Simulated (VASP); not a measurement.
Write the native input for VASP 6.6.1 that does the following.

```
Task                   : single point
Functional             : PBEsol
Potentials or basis    : VASP PAW PBE potentials, release 64 (Nb_sv, Si)
Cutoff                 : 500 eV
k mesh                 : 9 × 9 × 9
Occupations            : fermi-dirac, width 0.05 eV
Spin                   : no spin polarisation
Dipole correction      : no
Further INCAR settings : ALGO = Normal; EDIFF = 1e-06; NBANDS = 16
```

The structure of NbSi lies in POSCAR:

```
NbSi
1.0
    0.0000000000      2.5738300000      2.5738300000
    2.5738300000      0.0000000000      2.5738300000
    2.5738300000      2.5738300000      0.0000000000
Nb Si
1 1
Direct
    0.0000000000      0.0000000000      0.0000000000
    0.5000000000      0.5000000000      0.5000000000
```

One way to write it, as run:

INCAR

```
  PREC = Accurate
  ENCUT = 500
  EDIFF = 1E-6
  ISMEAR = -1
  SIGMA = 0.05
  LREAL = False
  LASPH = True
  NELM = 120
  ALGO = Normal
  ISIF = 2
  LWAVE = False
  LCHARG = False
  GGA = PS
  NBANDS = 16
  GGA_COMPAT = False
```

KPOINTS

```
regular mesh
0
Gamma
  9 9 9
```

Potentials or basis: VASP PAW PBE potentials, release 64 (Nb_sv, Si).

Run with:

```sh
$ cat potpaw_PBE.64/Nb_sv/POTCAR potpaw_PBE.64/Si/POTCAR > POTCAR
$ mpirun -np 1 vasp_std > vasp.out
```

Results of the run:

```json
{
 "Pressure": "-4.4 GPa",
 "Band gap on the k mesh": "zero (an odd number of electrons rules out a gap without spin polarisation)"
}
```

Caveat: the cell stands under tension; the PAW data sets were made with another functional, which shifts forces and pressure a little.

Run time: 12 s on 1 thread of AMD EPYC 9R45 96-Core Processor (Zen 5), with other jobs on the host, peak memory 0.13 GiB.
